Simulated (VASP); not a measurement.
Here is a VASP 6.6.1 calculation.

INCAR

```
PREC = Accurate
ENCUT = 520
EDIFF = 1E-6
ISMEAR = 0
SIGMA = 0.05
LREAL = F
LASPH = T
NELM = 80
ALGO = Normal
ISIF = 2
LWAVE = F
LCHARG = T
GGA = PE
IVDW = 12
LELF = T
LVHAR = T
NBANDS = 17
```

The input KPOINTS:

```
Automatic mesh
0
Gamma
  10 10 10
```

Contents of POSCAR:

```
SnSe
1.0
    0.0000000000      2.8991057745      3.0336003723
    2.8991057745      0.0000000000      3.0336003723
    2.8991057745      2.8991057745      0.0000000000
Sn Se
1 1
Direct
    0.0000000000      0.0000000000      0.0000000000
    0.5000000000      0.5000000000      0.5000000000
```

Potentials or basis: VASP PAW PBE potentials, release 64 (Sn_d, Se).

Run with:

```bash
$ cat potpaw_PBE.64/Sn_d/POTCAR potpaw_PBE.64/Se/POTCAR > POTCAR
$ mpirun -np 1 vasp_std > vasp.out
```

(1) Predict the dispersion energy per atom.

(2) Predict the band gap on the k mesh.

Results:

(1) -0.379 eV.

(2) 0.25 eV, indirect (least direct gap 0.40 eV).

Caveat: the cell differs from its parent crystal (strain -0.030 along x and y, +0.015 along z); spin-orbit coupling is left out, which moves the levels of the heavy elements.
